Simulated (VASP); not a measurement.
# Hf4Br (Pm-3m) in VASP: further runs, part 2 of 3

VASP 6.6.1. Earlier steps stand in the parts before.

### 4 Relaxation of cell and atoms, PBE

The input, INCAR:

```
ALGO = Normal
EDIFF = 1E-6
EDIFFG = -0.04
ENCUT = 600
GGA = PE
IBRION = 2
ISIF = 3
ISMEAR = 0
LASPH = True
LCHARG = False
LREAL = False
LWAVE = False
NELM = 80
NSW = 90
PREC = Accurate
SIGMA = 0.1
```

The input, KPOINTS:

```
k-points
0
Gamma
  4 4 4
```

The input, POSCAR:

```
Hf4Br
1.0
    4.7231042800      0.0000000000      0.0000000000
    0.0000000000      4.7231042800      0.0000000000
    0.0000000000      0.0000000000      4.7231042800
Hf Br
4 1
Direct
    0.5000000000      0.5000000000      0.5000000000
    0.0000000000      0.5000000000      0.5000000000
    0.5000000000      0.0000000000      0.5000000000
    0.5000000000      0.5000000000      0.0000000000
    0.0000000000      0.0000000000      0.0000000000
```

Potentials or basis: VASP PAW PBE potentials, release 64 (Hf_pv, Br).

On the command line:

```sh
$ cat potpaw_PBE.64/Hf_pv/POTCAR potpaw_PBE.64/Br/POTCAR > POTCAR
$ mpirun -np 1 vasp_std > vasp.out
```

OUTCAR:

```text
EDIFF = 1E-6
   EDIFFG = -0.04
   ENCUT = 600
   GGA = PE
   IBRION = 2
   ISIF = 3
   ISMEAR = 0
   LASPH = True
   LREAL = False
   NELM = 80
   NSW = 90
   PREC = Accurate

 ion  position               nearest neighbor table
   1  0.500  0.500  0.500-   2 2.36   3 2.36   4 2.36   4 2.36   3 2.36   2 2.36
   2  0.000  0.500  0.500-   1 2.36   1 2.36   4 3.34   4 3.34   3 3.34   3 3.34   3 3.34   4 3.34
                             4 3.34   3 3.34
   3  0.500  0.000  0.500-   1 2.36   1 2.36   4 3.34   4 3.34   2 3.34   2 3.34   4 3.34   4 3.34
                             2 3.34   2 3.34
   4  0.500  0.500  0.000-   1 2.36   1 2.36   3 3.34   2 3.34   2 3.34   3 3.34   3 3.34   3 3.34
                             2 3.34   2 3.34
   5  0.000  0.000  0.000-

  LATTYP: Found a simple cubic cell.
 ALAT       =     4.7231042800

  Lattice vectors:

 A1 = (   4.7231042800,   0.0000000000,   0.0000000000)
 A2 = (   0.0000000000,   4.7231042800,   0.0000000000)
 A3 = (   0.0000000000,   0.0000000000,   4.7231042800)

Analysis of symmetry for initial positions (statically):
=====================================================================
 Subroutine PRICEL returns:
 Original cell was already a primitive cell.

 Routine SETGRP: Setting up the symmetry group for a
 simple cubic supercell.

 Subroutine GETGRP returns: Found 48 space group operations
 (whereof 48 operations were pure point group operations)
 out of a pool of 48 trial point group operations.

The static configuration has the point symmetry O_h .

Analysis of symmetry for dynamics (positions and initial velocities):
=====================================================================
 Subroutine PRICEL returns:
 Original cell was already a primitive cell.

 Routine SETGRP: Setting up the symmetry group for a
 simple cubic supercell.

 Subroutine GETGRP returns: Found 48 space group operations
 (whereof 48 operations were pure point group operations)
 out of a pool of 48 trial point group operations.

The dynamic configuration has the point symmetry O_h .

 Subroutine INISYM returns: Found 48 space group operations
 (whereof 48 operations are pure point group operations),
 and found     1 'primitive' translations

----------------------------------------------------------------------------------------

                                     Primitive cell

  volume of cell :     105.3617

  direct lattice vectors                    reciprocal lattice vectors
     4.723104280  0.000000000  0.000000000     0.211725158  0.000000000  0.000000000
     0.000000000  4.723104280  0.000000000     0.000000000  0.211725158  0.000000000
     0.000000000  0.000000000  4.723104280     0.000000000  0.000000000  0.211725158

  length of vectors
     4.723104280  4.723104280  4.723104280     0.211725158  0.211725158  0.211725158

  position of ions in fractional coordinates (direct lattice)
     0.500000000  0.500000000  0.500000000
     0.000000000  0.500000000  0.500000000
     0.500000000  0.000000000  0.500000000
     0.500000000  0.500000000  0.000000000
     0.000000000  0.000000000  0.000000000

  ion indices of the primitive-cell ions
   primitive index   ion index
                 1           1
                 2           2
                 3           3
                 4           4
                 5           5

----------------------------------------------------------------------------------------

 KPOINTS: k-points

Automatic generation of k-mesh.
 Grid dimensions read from file:
 generate k-points for:    4    4    4

 Generating k-lattice:

  Cartesian coordinates                     Fractional coordinates (reciprocal lattice)
     0.052931290  0.000000000  0.000000000     0.250000000  0.000000000  0.000000000
     0.000000000  0.052931290  0.000000000     0.000000000  0.250000000  0.000000000
     0.000000000  0.000000000  0.052931290     0.000000000  0.000000000  0.250000000

  Length of vectors
     0.052931290  0.052931290  0.052931290

  Shift w.r.t. Gamma in fractional coordinates (k-lattice)
     0.000000000  0.000000000  0.000000000

 Subroutine IBZKPT returns following result:
 ===========================================

 Found     10 irreducible k-points:

 Following reciprocal coordinates:
            Coordinates               Weight
  0.000000  0.000000  0.000000      1.000000
  0.250000  0.000000  0.000000      6.000000
  0.500000  0.000000  0.000000      3.000000
  0.250000  0.250000  0.000000     12.000000
  0.500000  0.250000  0.000000     12.000000
  0.500000  0.500000  0.000000      3.000000
  0.250000  0.250000  0.250000      8.000000
  0.500000  0.250000  0.250000     12.000000
  0.500000  0.500000  0.250000      6.000000
  0.500000  0.500000  0.500000      1.000000
   k-points           NKPTS =     10   k-points in BZ     NKDIM =     10   number of bands    NBANDS=     28
   number of dos      NEDOS =    301   number of ions     NIONS =      5
   total plane-waves  NPLWV =  64000
   dimension x,y,z NGX =    40 NGY =   40 NGZ =   40
   dimension x,y,z NGXF=    80 NGYF=   80 NGZF=   80
   ions per type =               4   1
   NGX,Y,Z   is equivalent  to a cutoff of  14.08, 14.08, 14.08 a.u.
   NGXF,Y,Z  is equivalent  to a cutoff of  28.16, 28.16, 28.16 a.u.
 SYSTEM =  unknown system
   PREC   = accura    normal or accurate (medium, high low for compatibility)
   ISTART =      0    job   : 0-new  1-cont  2-samecut
   ICHARG =      2    charge: 1-file 2-atom 10-const
   ISPIN  =      1    spin polarized calculation?
   LNONCOLLINEAR =      F non collinear calculations
   LSORBIT =      F    spin-orbit coupling
   LASPH  =      T    aspherical Exc in radial PAW
   ENCUT  =  600.0 eV  44.10 Ry    6.64 a.u.   9.43  9.43  9.43*2*pi/ulx,y,z
   NELM   =     80;   NELMIN=  2; NELMDL= -5     # of ELM steps
   EDIFF  = 0.1E-05   stopping-criterion for ELM
   LREAL  =      F    real-space projection
   EDIFFG = -.4E-01   stopping-criterion for IOM
   NSW    =     90    number of steps for IOM
   IBRION =      2    ionic relax: 0-MD 1-quasi-New 2-CG
   NFREE  =      1    steps in history (QN), initial steepest desc. (CG)
   ISIF   =      3    stress and relaxation
   ISYM   =      2    0-nonsym 1-usesym 2-fastsym
   POTIM  = 0.5000    time-step for ionic-motion
   TEBEG  =    0.0;   TEEND  =   0.0 temperature during run
   PSTRESS=    0.0 pullay stress
   NELECT =      47.0000    total number of electrons
   NUPDOWN=      -1.0000    fix difference up-down
   EMIN   =  10.00;   EMAX   =-10.00  energy-range for DOS
   EFERMI =   0.00;   METHOD = LEGACY
   ISMEAR =     0;   SIGMA  =   0.10  broadening in eV -4-tet -1-fermi 0-gaus
   EFERMI_NEDOS =   21; number of points for ismear=-14 and -15
   IALGO  =     38    algorithm
   IMIX   =      4    mixing-type and parameters
     AMIX     =   0.40;   BMIX     =  1.00
     AMIX_MAG =   1.60;   BMIX_MAG =  1.00
  volume/ion in A,a.u.               =      21.07       142.20
  Fermi-wavevector in a.u.,A,eV,Ry     =   1.250873  2.363807 21.288811  1.564683
  Thomas-Fermi vector in A             =   2.384847
   LORBIT       =      0    0 simple, 1 ext, 2 COOP (PROOUT), +10 PAW based schemes
   GGA     = PE    functional components
   LHFCALC =     F    Hartree Fock is set to
   AEXX    =    0.0000 exact exchange contribution
   IVDW    =     0    specifies the selected vdW correction
   LEPSILON=     F    determine dielectric tensor
   LRPA    =     F    only Hartree local field effects (RPA)
 conjugate gradient relaxation of ions
 non-spin polarized calculation
 Gauss-broadening in eV      SIGMA  =   0.10
  energy-cutoff  :      600.00
  volume of cell :      105.36
 maximum number of plane-waves:      3544
 NGX is ok and might be reduce to    40
   NGX = 19   NGY = 19   NGZ = 19

--------------------------------------- Ionic step        1  -------------------------------------------

 number of electron      46.9999991 magnetization

 Free energy of the ion-electron system (eV)
  ---------------------------------------------------
  ext. energy  EPLUGINS =         0.00000000
  ---------------------------------------------------
  free energy    TOTEN  =       -32.02001600 eV

  energy without entropy =      -31.97168995  energy(sigma->0) =      -31.99585298

 E-fermi :   5.4131     XC(G=0): -11.0915

 val. band max:        5.4092787508   @ k =   0.2500   0.2500   0.0000
 cond. band min:       5.4643768896   @ k =   0.5000   0.0000   0.0000
 fundamental gap:      0.0550981388
 Fermi energy:         5.4130629291

 k-point     1 :       0.0000    0.0000    0.0000
  band No.  band energies     occupation
      1     -26.9697      2.00000
      2     -26.9697      2.00000
      3     -26.9697      2.00000
      4     -25.3146      2.00000
      5     -25.3146      2.00000
      6     -25.3146      2.00000
[... 374 lines left out ...]
  energy  without entropy=      -33.8385787775  energy(sigma->0) =      -33.86291014

--------------------------------------- Ionic step        3  -------------------------------------------

 number of electron      46.9999991 magnetization

 Free energy of the ion-electron system (eV)
  ---------------------------------------------------
  ext. energy  EPLUGINS =         0.00000000
  ---------------------------------------------------
  free energy    TOTEN  =       -35.01879062 eV

  energy without entropy =      -34.98225376  energy(sigma->0) =      -35.00052219

 E-fermi :   3.0886     XC(G=0):  -9.6675

 val. band max:        3.0794285057   @ k =   0.5000   0.2500   0.0000
 cond. band min:       3.1494148118   @ k =   0.5000   0.2500   0.2500
 fundamental gap:      0.0699863061
 Fermi energy:         3.0886018603

 k-point     1 :       0.0000    0.0000    0.0000
  band No.  band energies     occupation
      1     -28.6502      2.00000
      2     -28.6502      2.00000
      3     -28.6502      2.00000
      4     -28.4558      2.00000
      5     -28.4558      2.00000
      6     -28.4558      2.00000
[... 331 lines left out ...]
  FREE ENERGIE OF THE ION-ELECTRON SYSTEM (eV)
  ---------------------------------------------------
  free  energy   TOTEN  =       -35.0187906241 eV

  energy  without entropy=      -34.9822537552  energy(sigma->0) =      -35.00052219

 reached required accuracy - stopping structural energy minimisation
```

CONTCAR:

```text
Hf4Br
   1.00000000000000
     5.2528933944210205    0.0000000000000000    0.0000000000000000
     0.0000000000000000    5.2528933944210205   -0.0000000000000000
     0.0000000000000000    0.0000000000000000    5.2528933944210205
  Hf              Br
     4     1
Direct
     0.5000000000000000    0.5000000000000000    0.5000000000000000
     0.0000000000000000    0.5000000000000000    0.5000000000000000
     0.5000000000000000    0.0000000000000000    0.5000000000000000
     0.5000000000000000    0.5000000000000000    0.0000000000000000
     0.0000000000000000    0.0000000000000000    0.0000000000000000

  0.00000000E+00  0.00000000E+00  0.00000000E+00
  0.00000000E+00  0.00000000E+00  0.00000000E+00
  0.00000000E+00  0.00000000E+00  0.00000000E+00
  0.00000000E+00  0.00000000E+00  0.00000000E+00
  0.00000000E+00  0.00000000E+00  0.00000000E+00
```

Wall time 47 s (1 thread of Intel Xeon 6975P-C (Granite Rapids), shared host); peak memory 0.25 GiB.

What came out:

* Free energy: -35.0188 eV
* Relaxed volume: 28.99 Å³/atom
* Relaxed cell: a = 5.253 Å, b = 5.253 Å, c = 5.253 Å, α = 90.00°, β = 90.00°, γ = 90.00°
* Space group after relaxing (to 0.05 Å): Pm-3m (No. 221)
* Energy gained by relaxing: 599.8 meV/atom
* Ionic steps: 3
* Pressure after relaxing: -0.2 GPa

The path:
```
step  energy change (eV)  largest force (eV/Å)  pressure (GPa)  volume (Å³)
   1              0.0000                0.0000           31.82       105.36
   2             -1.8672                0.0000           -7.73       182.92
   3             -2.9988                0.0000           -0.19       144.94
```

Final structure:
```
Hf Br
1.0
     5.25289    0.00000    0.00000
     0.00000    5.25289    0.00000
     0.00000    0.00000    5.25289
Hf Br
4 1
Direct
  0.50000 0.50000 0.50000
  0.00000 0.50000 0.50000
  0.50000 0.00000 0.50000
  0.50000 0.50000 0.00000
  0.00000 0.00000 0.00000
```

Caveat: the volume moved by over 15 % at a fixed basis, so the end points are rough; spin-orbit coupling is left out, which moves the levels of the heavy elements; an odd number of electrons without spin polarisation forces a metal; a magnetic or distorted state may lie lower.

### 5 Single point, PBE

This run uses another cell than the first one, of 29.09 Å³/atom, 1.380 times its volume.

The input, INCAR:

```
SYSTEM = Hf4Br
ALGO = Normal
EDIFF = 1E-6
ENCUT = 520
GGA = PE
ISIF = 2
ISMEAR = 0
LASPH = .True.
LCHARG = .True.
LELF = .True.
LREAL = .False.
LVHAR = .True.
LWAVE = .False.
NBANDS = 32
NELM = 80
PREC = Accurate
SIGMA = 0.1
```

The input, KPOINTS:

```
k-points
0
Gamma
  8 8 8
  0 0 0
```

POSCAR: that of step 4 with these lines changed.

```diff
@@ -2,5 +2,5 @@
 1.0
-    4.7231042800      0.0000000000      0.0000000000
-    0.0000000000      4.7231042800      0.0000000000
-    0.0000000000      0.0000000000      4.7231042800
+    5.2587444207      0.0000000000      0.0000000000
+    0.0000000000      5.2587444207      0.0000000000
+    0.0000000000      0.0000000000      5.2587444207
 Hf Br
```

Potentials or basis: VASP PAW PBE potentials, release 64 (Hf_pv, Br).

On the command line:

```sh
$ cat potpaw_PBE.64/Hf_pv/POTCAR potpaw_PBE.64/Br/POTCAR > POTCAR
$ mpirun -np 1 vasp_std > vasp.out
```

OUTCAR:

```text
SYSTEM = Hf4Br
   EDIFF = 1E-6
   ENCUT = 520
   GGA = PE
   ISIF = 2
   ISMEAR = 0
   LASPH = .True.
   LREAL = .False.
   NELM = 80
   PREC = Accurate

 ion  position               nearest neighbor table
   1  0.500  0.500  0.500-   2 2.63   3 2.63   4 2.63   4 2.63   3 2.63   2 2.63
   2  0.000  0.500  0.500-   1 2.63   1 2.63   4 3.72   4 3.72   3 3.72   3 3.72   3 3.72   4 3.72
                             4 3.72   3 3.72
[... 1043 lines left out ...]
 [... further k-points ...]
[... 5 lines left out ...]
  --------------------------------------------------------------------------------------
  -------------------------------------------------------------------------------------
  Total       -0.2996774     -0.2996774     -0.2996774      0.0000000     -0.0000000      0.0000000
  in kB       -3.3015536     -3.3015536     -3.3015536      0.0000000     -0.0000000      0.0000000
  external PRESSURE =      -3.3015536 kB  Pullay stress =       0.0000000 kB

 VOLUME and BASIS-vectors are now :
 -----------------------------------------------------------------------------
  energy-cutoff  :      520.00
  volume of cell :      145.43
      direct lattice vectors                 reciprocal lattice vectors
     5.258744421  0.000000000  0.000000000     0.190159460  0.000000000  0.000000000
     0.000000000  5.258744421  0.000000000     0.000000000  0.190159460  0.000000000
     0.000000000  0.000000000  5.258744421     0.000000000  0.000000000  0.190159460

 POSITION                                       TOTAL-FORCE (eV/Angst)
 -----------------------------------------------------------------------------------
      2.62937      2.62937      2.62937         0.000000      0.000000      0.000000
      0.00000      2.62937      2.62937         0.000000      0.000000      0.000000
      2.62937      0.00000      2.62937         0.000000      0.000000      0.000000
      2.62937      2.62937      0.00000         0.000000      0.000000      0.000000
      0.00000      0.00000      0.00000         0.000000      0.000000      0.000000
 -----------------------------------------------------------------------------------
    total drift:                               -0.000000     -0.000000     -0.000000

  FREE ENERGIE OF THE ION-ELECTRON SYSTEM (eV)
  ---------------------------------------------------
  free  energy   TOTEN  =       -34.9466329967 eV

  energy  without entropy=      -34.9021993928  energy(sigma->0) =      -34.92441619
```

OSZICAR:

```text
N       E                     dE             d eps       ncg     rms          rms(c)
DAV:   1     0.198684109848E+03    0.19868E+03   -0.24713E+04  2320   0.132E+03
DAV:   2    -0.252097535702E+02   -0.22389E+03   -0.21029E+03  2656   0.319E+02
DAV:   3    -0.398941161932E+02   -0.14684E+02   -0.13937E+02  3048   0.499E+01
DAV:   4    -0.402915379759E+02   -0.39742E+00   -0.39242E+00  2904   0.874E+00
DAV:   5    -0.403037004012E+02   -0.12162E-01   -0.12149E-01  3144   0.130E+00    0.812E+01
DAV:   6    -0.357101033683E+02    0.45936E+01   -0.39622E+01  2976   0.253E+01    0.293E+01
DAV:   7    -0.350745817403E+02    0.63552E+00   -0.51961E+00  2712   0.914E+00    0.192E+01
DAV:   8    -0.349582582379E+02    0.11632E+00   -0.58265E-01  2872   0.381E+00    0.258E+00
DAV:   9    -0.349470338173E+02    0.11224E-01   -0.12277E-01  2808   0.138E+00    0.156E+00
DAV:  10    -0.349469558358E+02    0.77982E-04   -0.15786E-02  2912   0.581E-01    0.631E-01
DAV:  11    -0.349466388289E+02    0.31701E-03   -0.20134E-03  2832   0.203E-01    0.139E-01
DAV:  12    -0.349466374348E+02    0.13941E-05   -0.20666E-04  2840   0.640E-02    0.463E-02
DAV:  13    -0.349466332692E+02    0.41656E-05   -0.15179E-05  2976   0.183E-02    0.163E-02
DAV:  14    -0.349466329967E+02    0.27253E-06   -0.12974E-06  2048   0.565E-03
   1 F= -.34946633E+02 E0= -.34924416E+02  d E =-.444336E-01
```

stdout:

```text
POSCAR found type information on POSCAR HfBr
 POSCAR found :  2 types and       5 ions
 scaLAPACK will be used
 LDA part: xc-table for (Slater+PW92), standard interpolation
 POSCAR, INCAR and KPOINTS ok, starting setup
 FFT: planning ... GRIDC
 FFT: planning ... GRID_SOFT
 FFT: planning ... GRID
 WAVECAR not read
 entering main loop
```

Run time: 62 s. Hardware: 1 thread of Intel Xeon 6975P-C (Granite Rapids), shared host; peak memory 0.32 GiB.

What came out:

* Free energy: -34.9466 eV
* Pressure: -0.3 GPa

Caveat: spin-orbit coupling is left out, which moves the levels of the heavy elements; an odd number of electrons without spin polarisation forces a metal; a magnetic or distorted state may lie lower.

[end of part 2 of 3]
